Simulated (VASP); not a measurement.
CdSb2O2:

```
Cd Sb O
1.0
     4.48307    0.00000    0.00000
    -2.24154    3.88246    0.00000
     0.00000    0.00000    7.31962
Cd Sb O
1 2 2
Cartesian
  0.0000 0.0000 0.0000
  2.2415 1.2942 1.8224
  0.0000 2.5883 5.4972
  2.2415 1.2942 4.6148
  0.0000 2.5883 2.7048
```

The cell was generated, and may not be a known phase.

| Quantity | Value |
| --- | --- |
| Program | VASP 6.6.1 |
| Task | relaxation of cell and atoms |
| Functional | PBE |
| Potentials or basis | VASP PAW PBE potentials, release 64 (Cd, Sb, O) |
| Cutoff | 600 eV |
| k mesh | 6 × 6 × 4 |
| Occupations | gaussian, width 0.1 eV |
| Spin | no spin polarisation |

At the start: pressure -12.3 GPa; volume 25.48 Å³/atom.

**Question.** How do energy, volume and symmetry change on relaxing?

**Answer.** Over 19 steps the energy falls by 661.9 meV/atom and the volume is 19.94 Å³/atom (-21.7 %); space group P-3m1 (No. 164, to 0.1 Å) before and after.

The path:
| step | energy change (eV) | largest force (eV/Å) | pressure (GPa) | volume (Å³) |
| --- | --- | --- | --- | --- |
| 1 | 0.0000 | 2.4881 | -12.27 | 127.40 |
| 2 | -2.3233 | 2.1761 | -0.98 | 94.70 |
| 3 | -2.3683 | 1.9658 | 3.00 | 90.56 |
| 4 | -2.7971 | 0.8997 | 4.78 | 90.68 |
| 5 | -2.8631 | 0.4408 | 7.13 | 90.74 |
| 6 | -3.0709 | 0.3089 | -0.02 | 102.02 |
| 7 | -3.0716 | 0.3158 | 0.30 | 101.28 |
| 8 | -3.0988 | 0.3953 | -0.94 | 101.50 |
| 9 | -3.1008 | 0.4708 | -1.34 | 101.58 |
| 10 | -3.1212 | 0.4447 | -0.98 | 100.74 |
| 11 | -3.1670 | 0.3706 | 0.29 | 98.20 |
| 12 | -3.1824 | 0.2505 | 3.70 | 92.95 |
| 13 | -3.1909 | 0.2894 | 2.26 | 94.90 |
| 14 | -3.2161 | 0.3561 | 1.90 | 95.15 |
| 15 | -3.2560 | 0.5534 | 0.92 | 95.77 |
| 16 | -3.2564 | 0.5830 | 0.81 | 95.84 |
| 17 | -3.2769 | 0.4519 | 0.61 | 96.66 |
| 18 | -3.3082 | 0.0802 | 0.18 | 99.14 |
| 19 | -3.3094 | 0.0344 | 0.15 | 99.69 |

Final structure:
```yaml
crystal:
  lattice:
    - [3.87054, 0.00000, 0.00000]
    - [-1.93527, 3.35199, 0.00000]
    - [0.00000, 0.00000, 7.68420]
  atoms:
    - { symbol: Cd, position: [0.00000, 0.00000, 0.00000] }
    - { symbol: Sb, position: [0.66667, 0.33333, 0.31200] }
    - { symbol: Sb, position: [0.33333, 0.66667, 0.68800] }
    - { symbol: O, position: [0.66667, 0.33333, 0.59057] }
    - { symbol: O, position: [0.33333, 0.66667, 0.40943] }
```

Caveat: the volume moved by over 15 % at a fixed basis, so the end points are rough.
